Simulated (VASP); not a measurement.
# MgO (Fm-3m) in VASP: single point with PBE

Aim: the single point of MgO with PBE.

All numbers are computed with VASP 6.6.1; they aren't measurements. Logs are shortened: lines on timing, memory, paths and dates and some standing lists are left out, and cuts for length are marked.

### 1 The cell of the first run

It takes space group Fm-3m (No. 225, cubic). Conventional cell: a = 4.254 Å, b = 4.254 Å, c = 4.254 Å, α = 90.00°, β = 90.00°, γ = 90.00°. Mg (site symmetry m-3m) has 6 O at 2.13 Å within 2.8 Å. O (site symmetry m-3m) has 6 Mg at 2.13 Å within 2.8 Å.

### 2 Single point, PBE

Input file INCAR:

```
SYSTEM = MgO
PREC = Accurate ; ENCUT = 600
EDIFF = 1E-6 ; ISMEAR = 0
SIGMA = 0.01 ; LREAL = Auto
LASPH = .True. ; NELM = 120
ALGO = Normal ; ISIF = 2
LWAVE = .False. ; LCHARG = .False.
GGA = PE ; NBANDS = 326
GGA_COMPAT = .False.
```

Input file KPOINTS:

```
regular mesh
0
Gamma
  1 1 1
  0 0 0
```

Input file POSCAR:

```
MgO
1.0
    0.0000000000      8.5087624600      8.5087624600
    8.5087624600      0.0000000000      8.5087624600
    8.5087624600      8.5087624600      0.0000000000
Mg O
64 64
Direct
    0.0000000000      0.0000000000      0.0000000000
    0.0000000000      0.0000000000      0.2500000000
    0.0000000000      0.0000000000      0.5000000000
    0.0000000000      0.0000000000      0.7500000000
    0.0000000000      0.2500000000      0.0000000000
    0.0000000000      0.2500000000      0.2500000000
[... 120 lines left out ...]
    0.8750000000      0.8750000000      0.6250000000
    0.8750000000      0.8750000000      0.8750000000
```

Potentials or basis: VASP PAW PBE potentials, release 64 (Mg, O).

Launch:

```bash
> cat potpaw_PBE.64/Mg/POTCAR potpaw_PBE.64/O/POTCAR > POTCAR
> mpirun -np 1 vasp_gam > vasp.out
```

OUTCAR:

```text
SYSTEM = MgO
   PREC = Accurate
   ENCUT = 600
   EDIFF = 1E-6
   ISMEAR = 0
   LREAL = Auto
   LASPH = .True.
   NELM = 120
   ISIF = 2
   GGA = PE

 ion  position               nearest neighbor table
   1  0.000  0.000  0.000-  68 2.13  77 2.13  80 2.13 113 2.13 116 2.13 125 2.13  17 3.01  20 3.01
                            29 3.01  49 3.01  50 3.01  53 3.01   2 3.01   4 3.01   5 3.01   8 3.01
   2  0.000  0.000  0.250-  65 2.13  77 2.13  78 2.13 113 2.13 114 2.13 126 2.13  17 3.01  18 3.01
                            30 3.01  50 3.01  51 3.01  54 3.01   1 3.01   3 3.01   5 3.01   6 3.01
   3  0.000  0.000  0.500-  66 2.13  78 2.13  79 2.13 114 2.13 115 2.13 127 2.13  18 3.01  19 3.01
                            31 3.01  51 3.01  52 3.01  55 3.01   2 3.01   4 3.01   6 3.01   7 3.01
   4  0.000  0.000  0.750-  67 2.13  79 2.13  80 2.13 115 2.13 116 2.13 128 2.13  19 3.01  20 3.01
                            32 3.01  49 3.01  52 3.01  56 3.01   1 3.01   3 3.01   7 3.01   8 3.01
   5  0.000  0.250  0.000-  65 2.13  68 2.13  72 2.13 113 2.13 117 2.13 120 2.13  17 3.01  21 3.01
                            24 3.01  53 3.01  54 3.01  57 3.01   1 3.01   2 3.01   6 3.01   8 3.01
   6  0.000  0.250  0.250-  65 2.13  66 2.13  69 2.13 114 2.13 117 2.13 118 2.13  18 3.01  21 3.01
                            22 3.01  54 3.01  55 3.01  58 3.01   2 3.01   3 3.01   5 3.01   7 3.01
   7  0.000  0.250  0.500-  66 2.13  67 2.13  70 2.13 115 2.13 118 2.13 119 2.13  19 3.01  22 3.01
                            23 3.01  55 3.01  56 3.01  59 3.01   3 3.01   4 3.01   6 3.01   8 3.01
   8  0.000  0.250  0.750-  67 2.13  68 2.13  71 2.13 116 2.13 119 2.13 120 2.13  20 3.01  23 3.01
                            24 3.01  53 3.01  56 3.01  60 3.01   1 3.01   4 3.01   5 3.01   7 3.01
   9  0.000  0.500  0.000-  69 2.13  72 2.13  76 2.13 117 2.13 121 2.13 124 2.13  21 3.01  25 3.01
[... 181 lines left out ...]
 A1 = (   0.0000000000,   8.5087624600,   8.5087624600)
 A2 = (   8.5087624600,   0.0000000000,   8.5087624600)
 A3 = (   8.5087624600,   8.5087624600,   0.0000000000)

Analysis of symmetry for initial positions (statically):
=====================================================================
 Subroutine PRICEL returns following result:

  LATTYP: Found a face centered cubic cell.
 ALAT       =     4.2543812300

  Lattice vectors:

 A1 = (   0.0000000000,   2.1271906150,   2.1271906150)
 A2 = (   2.1271906150,   0.0000000000,   2.1271906150)
 A3 = (   2.1271906150,   2.1271906150,   0.0000000000)

  64 primitive cells build up your supercell.

 Routine SETGRP: Setting up the symmetry group for a
 face centered cubic supercell.

 Subroutine GETGRP returns: Found 48 space group operations
 (whereof 48 operations were pure point group operations)
 out of a pool of 48 trial point group operations.

The static configuration has the point symmetry O_h .

Analysis of symmetry for dynamics (positions and initial velocities):
=====================================================================
 Subroutine PRICEL returns following result:

  LATTYP: Found a face centered cubic cell.
 ALAT       =     4.2543812300
[... 109 lines left out ...]
   IALGO  =     38    algorithm
   IMIX   =      4    mixing-type and parameters
     AMIX     =   0.40;   BMIX     =  1.00
     AMIX_MAG =   1.60;   BMIX_MAG =  1.00
  volume/ion in A,a.u.               =       9.63        64.96
  Fermi-wavevector in a.u.,A,eV,Ry     =   1.221673  2.308628 20.306500  1.492486
  Thomas-Fermi vector in A             =   2.356847
   LORBIT       =      0    0 simple, 1 ext, 2 COOP (PROOUT), +10 PAW based schemes
   GGA     = PE    functional components
   LHFCALC =     F    Hartree Fock is set to
   AEXX    =    0.0000 exact exchange contribution
   IVDW    =     0    specifies the selected vdW correction
   LEPSILON=     F    determine dielectric tensor
   LRPA    =     F    only Hartree local field effects (RPA)
 non-spin polarized calculation
 Gauss-broadening in eV      SIGMA  =   0.01
  energy-cutoff  :      600.00
  volume of cell :     1232.05
 maximum number of plane-waves:     20525
   NGX = 49   NGY = 49   NGZ = 49

 number of electron     512.0000247 magnetization

 Free energy of the ion-electron system (eV)
  ---------------------------------------------------
  ext. energy  EPLUGINS =         0.00000000
  ---------------------------------------------------
  free energy    TOTEN  =      -761.74408754 eV

  energy without entropy =     -761.74408754  energy(sigma->0) =     -761.74408754

 E-fermi :   3.0513     XC(G=0): -10.9339

 val. band max:        2.9786110138   @ k =   0.0000   0.0000   0.0000
 cond. band min:       7.4118305492   @ k =   0.0000   0.0000   0.0000
 fundamental gap:      4.4332195353
 Fermi energy:         3.0513292627

 k-point     1 :       0.0000    0.0000    0.0000
  band No.  band energies     occupation
      1     -14.1349      2.00000
      2     -13.5788      2.00000
      3     -13.5788      2.00000
      4     -13.5788      2.00000
      5     -13.5788      2.00000
      6     -13.5788      2.00000
[... 260 lines left out ...]
    267      10.6780      0.00000
    268      10.6780      0.00000
 [bands above 268 left out]

------------------------ aborting loop because EDIFF is reached ----------------------------------------

  FORCE on cell =-STRESS in cart. coord.  units (eV):
  Direction    XX          YY          ZZ          XY          YZ          ZX
  --------------------------------------------------------------------------------------
  -------------------------------------------------------------------------------------
  Total       -7.7708976     -7.7708976     -7.7708976     -0.0000000      0.0000000     -0.0000000
  in kB      -10.1053782    -10.1053782    -10.1053782     -0.0000000      0.0000000     -0.0000000
  external PRESSURE =     -10.1053782 kB  Pullay stress =       0.0000000 kB

 VOLUME and BASIS-vectors are now :
 -----------------------------------------------------------------------------
  energy-cutoff  :      600.00
  volume of cell :     1232.05
      direct lattice vectors                 reciprocal lattice vectors
     0.000000000  8.508762460  8.508762460    -0.058762952  0.058762952  0.058762952
     8.508762460  0.000000000  8.508762460     0.058762952 -0.058762952  0.058762952
     8.508762460  8.508762460  0.000000000     0.058762952  0.058762952 -0.058762952

 POSITION                                       TOTAL-FORCE (eV/Angst)
 -----------------------------------------------------------------------------------
      0.00000      0.00000      0.00000         0.000000      0.000000     -0.000000
      2.12719      2.12719      0.00000         0.000000      0.000000     -0.000000
      4.25438      4.25438      0.00000         0.000000     -0.000000      0.000000
      6.38157      6.38157      0.00000         0.000000      0.000000      0.000000
      2.12719      0.00000      2.12719         0.000000      0.000000     -0.000000
      4.25438      2.12719      2.12719         0.000000      0.000000     -0.000000
[... 120 lines left out ...]
     12.76314     12.76314     14.89033        -0.000000     -0.000000     -0.000000
     14.89033     14.89033     14.89033         0.000000     -0.000000      0.000000
 -----------------------------------------------------------------------------------
    total drift:                                0.000000      0.000000      0.000000

  FREE ENERGIE OF THE ION-ELECTRON SYSTEM (eV)
  ---------------------------------------------------
  free  energy   TOTEN  =      -761.7440875388 eV

  energy  without entropy=     -761.7440875388  energy(sigma->0) =     -761.74408754
```

OSZICAR:

```text
N       E                     dE             d eps       ncg     rms          rms(c)
DAV:   1     0.547874534775E+04    0.54787E+04   -0.30611E+05   660   0.172E+03
DAV:   2    -0.194894594029E+03   -0.56736E+04   -0.54077E+04   976   0.370E+02
DAV:   3    -0.847437958622E+03   -0.65254E+03   -0.64783E+03   752   0.133E+02
DAV:   4    -0.861699410106E+03   -0.14261E+02   -0.14225E+02   760   0.199E+01
DAV:   5    -0.861848229998E+03   -0.14882E+00   -0.14872E+00   760   0.212E+00    0.576E+01
DAV:   6    -0.762703854053E+03    0.99144E+02   -0.49812E+02   760   0.353E+01    0.183E+01
DAV:   7    -0.762129953790E+03    0.57390E+00   -0.65698E+00   672   0.512E+00    0.113E+01
DAV:   8    -0.761780571626E+03    0.34938E+00   -0.21015E+00   680   0.420E+00    0.173E+00
DAV:   9    -0.761734717536E+03    0.45854E-01   -0.19871E-01   760   0.795E-01    0.542E-01
DAV:  10    -0.761744440953E+03   -0.97234E-02   -0.27685E-02   704   0.291E-01    0.164E-01
DAV:  11    -0.761744095196E+03    0.34576E-03   -0.20729E-03   720   0.755E-02    0.276E-02
DAV:  12    -0.761744083598E+03    0.11598E-04   -0.76985E-05   728   0.151E-02    0.116E-02
DAV:  13    -0.761744086875E+03   -0.32777E-05   -0.17825E-06   512   0.284E-03    0.505E-03
DAV:  14    -0.761744087539E+03   -0.66352E-06   -0.30495E-06   464   0.290E-03
   1 F= -.76174409E+03 E0= -.76174409E+03  d E =-.183303E-24
```

stdout:

```text
POSCAR found type information on POSCAR MgO
 POSCAR found :  2 types and     128 ions
 scaLAPACK will be used
 LDA part: xc-table for (Slater+PW92), standard interpolation
 POSCAR, INCAR and KPOINTS ok, starting setup
 FFT: planning ... GRIDC
 FFT: planning ... GRID_SOFT
 FFT: planning ... GRID
 WAVECAR not read
 entering main loop
```

Run time: 28 min. Hardware: 1 thread of Intel Xeon 8259CL, shared host; peak memory 1.6 GiB.

Results:

- Free energy: -761.7441 eV
- Pressure: -1.0 GPa
- Band gap on the k mesh: 4.43 eV

Caveat: the k points lie up to 0.64 Å⁻¹ apart; an odd mesh through Γ misses points on the zone boundary, where band edges can lie.
